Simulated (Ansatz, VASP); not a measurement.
# Y3Si2F: VASP beside Ansatz

```
CELL_PARAMETERS angstrom
2.15443 1.24386 10.35446
-2.15443 1.24386 10.35446
0.00000 -2.48772 10.35446
ATOMIC_POSITIONS crystal
Y 0.00000 0.00000 0.00000
Y 0.42962 0.42962 0.42962
Y 0.57038 0.57038 0.57038
Si 0.72082 0.72082 0.72082
Si 0.27918 0.27918 0.27918
F 0.50000 0.50000 0.50000
```

Alike in both runs: functional PBE; k mesh 6 × 6 × 6; occupations gaussian, width 0.1 eV; no spin polarisation.

Ansatz relaxed the structure, and its values are those at the end. VASP's run is a single point on that final structure, the one shown.

|  | VASP | Ansatz |
| --- | --- | --- |
| version | VASP 6.6.1 | Ansatz 0.2.0 |
| potentials or method | VASP PAW PBE potentials, release 64 (Y_sv, Si, F), cutoff 520 eV | scalar-relativistic, plane waves, PAW |
| valence electrons in the cell | 48 | 48 |

```csv
,VASP,Ansatz,Ansatz less VASP
gap on the k mesh at the Fermi level (eV),0.11,0.11,+0.001
least direct gap on the mesh (eV),0.16,0.16,+0.002
pressure (GPa),0.0,0.1,+0.06
rms of the force components (eV/Å),0.008,0.005,-0.0028
```
